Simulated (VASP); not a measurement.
# BiTe in VASP: a series of runs

Runs on BiTe. Level: PBE. Tasks: single point.

Everything below comes from runs of VASP 6.6.1. Logs are shortened: lines on timing, memory, paths and dates and some standing lists are left out, and cuts for length are marked.

## Step 1: The cell of the first run

The cell holds a wire with vacuum, 8 atoms: a = 15.900 Å, b = 12.600 Å, c = 4.535 Å, α = 90.00°, β = 90.00°, γ = 90.00°.

## Step 2: Single point, PBE

Contents of INCAR:

```
SYSTEM = BiTe
  ALGO = Normal
  EDIFF = 1E-7
  ENCUT = 520
  GGA = PE
  ISIF = 2
  ISMEAR = 0
  LASPH = .True.
  LCHARG = .False.
  LREAL = .False.
  LWAVE = .False.
  NBANDS = 52
  NELM = 80
  PREC = Accurate
  SIGMA = 0.05
```

Contents of KPOINTS:

```
k-points
0
Gamma
  1 1 12
  0 0 0
```

Contents of POSCAR:

```
BiTe
1.0
   15.9000000000      0.0000000000      0.0000000000
    0.0000000000     12.6000000000      0.0000000000
    0.0000000000      0.0000000000      4.5345514442
Bi Te
4 4
Direct
    0.5610536219      0.5506106231      0.0000000000
    0.4389463781      0.4493893769      0.5000000000
    0.7394542316      0.3711879619      0.5000000000
    0.2605457684      0.6288120381      0.0000000000
    0.7218651615      0.5864660596      0.5000000000
    0.2781348385      0.4135339404      0.0000000000
    0.6086814114      0.3301876693      0.0000000000
    0.3913185886      0.6698123307      0.5000000000
```

Potentials or basis: VASP PAW PBE potentials, release 64 (Bi_d, Te).

Command:

```console
> cat potpaw_PBE.64/Bi_d/POTCAR potpaw_PBE.64/Te/POTCAR > POTCAR
> mpirun -np 1 vasp_std > vasp.out
```

OUTCAR:

```text
SYSTEM = BiTe
   EDIFF = 1E-7
   ENCUT = 520
   GGA = PE
   ISIF = 2
   ISMEAR = 0
   LASPH = .True.
   LREAL = .False.
   NELM = 80
   PREC = Accurate

 ion  position               nearest neighbor table
   1  0.561  0.551  0.000-   7 2.88   2 3.25   2 3.25   5 3.45   5 3.45
   2  0.439  0.449  0.500-   8 2.88   1 3.25   1 3.25   6 3.45   6 3.45
   3  0.739  0.371  0.500-   5 2.73   7 3.12   7 3.12
   4  0.261  0.629  0.000-   6 2.73   8 3.12   8 3.12
   5  0.722  0.586  0.500-   3 2.73   1 3.45   1 3.45
   6  0.278  0.414  0.000-   4 2.73   2 3.45   2 3.45
   7  0.609  0.330  0.000-   1 2.88   3 3.12   3 3.12
   8  0.391  0.670  0.500-   2 2.88   4 3.12   4 3.12

  LATTYP: Found a simple orthorhombic cell.
 ALAT       =     4.5345514442
 B/A-ratio  =     2.7786651348
 C/A-ratio  =     3.5064107654

  Lattice vectors:

 A1 = (   0.0000000000,   0.0000000000,  -4.5345514442)
 A2 = (   0.0000000000,  12.6000000000,   0.0000000000)
 A3 = (  15.9000000000,   0.0000000000,   0.0000000000)

Analysis of symmetry for initial positions (statically):
=====================================================================
 Subroutine PRICEL returns:
 Original cell was already a primitive cell.

 Routine SETGRP: Setting up the symmetry group for a
 simple orthorhombic supercell.

 Subroutine GETGRP returns: Found  4 space group operations
 (whereof  2 operations were pure point group operations)
 out of a pool of  8 trial point group operations.

The static configuration has the point symmetry C_1h.
 The point group associated with its full space group is C_2h.

Analysis of symmetry for dynamics (positions and initial velocities):
=====================================================================
 Subroutine PRICEL returns:
 Original cell was already a primitive cell.

 Routine SETGRP: Setting up the symmetry group for a
 simple orthorhombic supercell.

 Subroutine GETGRP returns: Found  4 space group operations
 (whereof  2 operations were pure point group operations)
 out of a pool of  8 trial point group operations.

The dynamic configuration has the point symmetry C_1h.
 The point group associated with its full space group is C_2h.

 Subroutine INISYM returns: Found  4 space group operations
 (whereof  2 operations are pure point group operations),
 and found     1 'primitive' translations

----------------------------------------------------------------------------------------
[... 92 lines left out ...]
   NFREE  =      0    steps in history (QN), initial steepest desc. (CG)
   ISIF   =      2    stress and relaxation
   ISYM   =      2    0-nonsym 1-usesym 2-fastsym
   POTIM  = 0.5000    time-step for ionic-motion
   TEBEG  =    0.0;   TEEND  =   0.0 temperature during run
   PSTRESS=    0.0 pullay stress
   NELECT =      84.0000    total number of electrons
   NUPDOWN=      -1.0000    fix difference up-down
   EMIN   =  10.00;   EMAX   =-10.00  energy-range for DOS
   EFERMI =   0.00;   METHOD = LEGACY
   ISMEAR =     0;   SIGMA  =   0.05  broadening in eV -4-tet -1-fermi 0-gaus
   EFERMI_NEDOS =   21; number of points for ismear=-14 and -15
   IALGO  =     38    algorithm
   IMIX   =      4    mixing-type and parameters
     AMIX     =   0.40;   BMIX     =  1.00
     AMIX_MAG =   1.60;   BMIX_MAG =  1.00
  volume/ion in A,a.u.               =     113.56       766.32
  Fermi-wavevector in a.u.,A,eV,Ry     =   0.740288  1.398941  7.456347  0.548026
  Thomas-Fermi vector in A             =   1.834654
   LORBIT       =      0    0 simple, 1 ext, 2 COOP (PROOUT), +10 PAW based schemes
   GGA     = PE    functional components
   LHFCALC =     F    Hartree Fock is set to
   AEXX    =    0.0000 exact exchange contribution
   IVDW    =     0    specifies the selected vdW correction
   LEPSILON=     F    determine dielectric tensor
   LRPA    =     F    only Hartree local field effects (RPA)
 non-spin polarized calculation
 Gauss-broadening in eV      SIGMA  =   0.05
  energy-cutoff  :      520.00
  volume of cell :      908.45
 maximum number of plane-waves:     24511
 NGX is ok and might be reduce to   120
   NGX = 59   NGY = 47   NGZ = 17

 number of electron      84.0000011 magnetization

 Free energy of the ion-electron system (eV)
  ---------------------------------------------------
  ext. energy  EPLUGINS =         0.00000000
  ---------------------------------------------------
  free energy    TOTEN  =       -27.64431923 eV

  energy without entropy =      -27.64431923  energy(sigma->0) =      -27.64431923

 E-fermi :  -0.9921     XC(G=0):  -3.8619

 val. band max:       -1.2280349742   @ k =   0.0000   0.0000   0.1667
 cond. band min:      -0.6664593973   @ k =   0.0000   0.0000   0.0000
 fundamental gap:      0.5615755769
 Fermi energy:        -0.9920524373

 k-point     1 :       0.0000    0.0000    0.0000
  band No.  band energies     occupation
      1     -24.1870      2.00000
      2     -24.1870      2.00000
      3     -24.1813      2.00000
      4     -24.1813      2.00000
      5     -24.1571      2.00000
      6     -24.1571      2.00000
[... 374 lines left out ...]
     51       1.7931      0.00000
     52       1.7931      0.00000

------------------------ aborting loop because EDIFF is reached ----------------------------------------

  FORCE on cell =-STRESS in cart. coord.  units (eV):
  Direction    XX          YY          ZZ          XY          YZ          ZX
  --------------------------------------------------------------------------------------
  -------------------------------------------------------------------------------------
  Total       -0.1556164      0.0103535     -0.0529477     -0.0340234      0.0000000      0.0000000
  in kB       -0.2744505      0.0182597     -0.0933803     -0.0600048      0.0000000      0.0000000
  external PRESSURE =      -0.1165237 kB  Pullay stress =       0.0000000 kB

 VOLUME and BASIS-vectors are now :
 -----------------------------------------------------------------------------
  energy-cutoff  :      520.00
  volume of cell :      908.45
      direct lattice vectors                 reciprocal lattice vectors
    15.900000000  0.000000000  0.000000000     0.062893082  0.000000000  0.000000000
     0.000000000 12.600000000  0.000000000     0.000000000  0.079365079  0.000000000
     0.000000000  0.000000000  4.534551444     0.000000000  0.000000000  0.220528979

 POSITION                                       TOTAL-FORCE (eV/Angst)
 -----------------------------------------------------------------------------------
      8.92075      6.93769      0.00000        -0.006221      0.011198      0.000000
      6.97925      5.66231      2.26728         0.006221     -0.011198      0.000000
     11.75732      4.67697      2.26728         0.004697     -0.005729      0.000000
      4.14268      7.92303      0.00000        -0.004697      0.005729      0.000000
     11.47766      7.38947      2.26728        -0.009612      0.010061      0.000000
      4.42234      5.21053      0.00000         0.009612     -0.010061      0.000000
      9.67803      4.16036      0.00000        -0.001932     -0.012903      0.000000
      6.22197      8.43964      2.26728         0.001932      0.012903      0.000000
 -----------------------------------------------------------------------------------
    total drift:                               -0.000000      0.000000     -0.000000

  FREE ENERGIE OF THE ION-ELECTRON SYSTEM (eV)
  ---------------------------------------------------
  free  energy   TOTEN  =       -27.6443192324 eV

  energy  without entropy=      -27.6443192324  energy(sigma->0) =      -27.64431923
```

OSZICAR:

```text
N       E                     dE             d eps       ncg     rms          rms(c)
DAV:   1     0.698529289973E+03    0.69853E+03   -0.34700E+04   912   0.125E+03
DAV:   2     0.398310885564E+02   -0.65870E+03   -0.64729E+03   888   0.306E+02
DAV:   3    -0.256038247848E+02   -0.65435E+02   -0.64997E+02   872   0.115E+02
[... 15 lines left out ...]
DAV:  19    -0.276443097833E+02   -0.24624E-04   -0.22132E-06   608   0.432E-03    0.969E-04
DAV:  20    -0.276443176760E+02   -0.78927E-05   -0.15108E-06   660   0.262E-03    0.954E-04
DAV:  21    -0.276443188220E+02   -0.11460E-05   -0.14310E-07   676   0.935E-04    0.103E-03
DAV:  22    -0.276443191533E+02   -0.33132E-06   -0.76395E-08   612   0.710E-04    0.506E-04
DAV:  23    -0.276443192324E+02   -0.79091E-07   -0.13369E-08   512   0.373E-04
   1 F= -.27644319E+02 E0= -.27644319E+02  d E =-.996069E-12
```

stdout:

```text
POSCAR found type information on POSCAR BiTe
 POSCAR found :  2 types and       8 ions
 scaLAPACK will be used
 LDA part: xc-table for (Slater+PW92), standard interpolation
 POSCAR, INCAR and KPOINTS ok, starting setup
 FFT: planning ... GRIDC
 FFT: planning ... GRID_SOFT
 FFT: planning ... GRID
 WAVECAR not read
 entering main loop
```

Run time: 19 min. Hardware: 1 thread of Oxide Virtual Turin-like, shared host; peak memory 0.89 GiB.

Results:

* Free energy: -27.6443 eV
* Largest force: 0.014 eV/Å
* Band gap on the k mesh: 0.56 eV, indirect (least direct gap 0.71 eV)

Forces in eV/Å, atoms in the order of the input:
```
Bi  -0.006  0.011  0.000
Bi   0.006 -0.011  0.000
Bi   0.005 -0.006  0.000
Bi  -0.005  0.006  0.000
Te  -0.010  0.010  0.000
Te   0.010 -0.010  0.000
Te  -0.002 -0.013  0.000
Te   0.002  0.013  0.000
```

Caveat: spin-orbit coupling is left out, which moves the levels of the heavy elements.

## Step 3: Single point, PBE

This run uses another cell than the first one, of 115.14 Å³/atom, 1.014 times its volume.

Contents of INCAR:

```
SYSTEM = BiTe
PREC = Accurate
ENCUT = 520
EDIFF = 1E-7
ISMEAR = 0
SIGMA = 0.05
LREAL = .False.
LASPH = .True.
NELM = 80
ALGO = Normal
ISIF = 2
LWAVE = .False.
LCHARG = .False.
GGA = PE
NBANDS = 52
```

Contents of KPOINTS:

```
Automatic mesh
0
Gamma
  1 1 12
  0 0 0
```

Contents of POSCAR:

```
BiTe
1.0
   15.9000000000      0.0000000000      0.0000000000
    0.0000000000     12.6000000000      0.0000000000
    0.0000000000      0.0000000000      4.5978828781
Bi Te
4 4
Direct
    0.5722937559      0.6290156414      0.0000000000
    0.4277062441      0.3709843586      0.5000000000
    0.7168812678      0.3709843586      0.5000000000
    0.2831187322      0.6290156414      0.0000000000
    0.7168812678      0.6290156414      0.5000000000
    0.2831187322      0.3709843586      0.0000000000
    0.5722937559      0.3709843586      0.0000000000
    0.4277062441      0.6290156414      0.5000000000
```

Potentials or basis: VASP PAW PBE potentials, release 64 (Bi_d, Te).

Command:

```console
> cat potpaw_PBE.64/Bi_d/POTCAR potpaw_PBE.64/Te/POTCAR > POTCAR
> mpirun -np 1 vasp_std > vasp.out
```

Wall time 15 min (1 thread of Oxide Virtual Turin-like, shared host); peak memory 0.89 GiB.

The run converged. Its results:

* Free energy: -25.9916 eV
* Largest force: 1.569 eV/Å
* Band gap on the k mesh: zero (band 42 reaches -0.94 eV, above the bottom of band 43 at -1.18 eV)

Forces on the atoms (eV/Å):
```
Bi   0.590 -0.409  0.000
Bi  -0.590  0.409  0.000
Bi  -0.331  1.329  0.000
Bi   0.331 -1.329  0.000
Te  -0.633 -1.435  0.000
Te   0.633  1.435  0.000
Te   0.328  0.681  0.000
Te  -0.328 -0.681  0.000
```

Levels at points of the mesh, in eV from the Fermi level:
| k point | band 38 | band 39 | band 40 | band 41 | band 42 | band 43 | band 44 | band 45 | band 46 | band 47 |
| --- | --- | --- | --- | --- | --- | --- | --- | --- | --- | --- |
| (0.00, 0.00, 0.00) | -1.50 | -1.37 | -1.24 | -0.46 | -0.33 | 0.16 | 0.16 | 0.26 | 0.80 | 1.12 |
| (0.00, 0.00, 0.50) | -2.31 | -1.80 | -1.80 | -0.15 | -0.15 | 0.65 | 0.65 | 0.73 | 0.73 | 0.98 |

Caveat: spin-orbit coupling is left out, which moves the levels of the heavy elements.
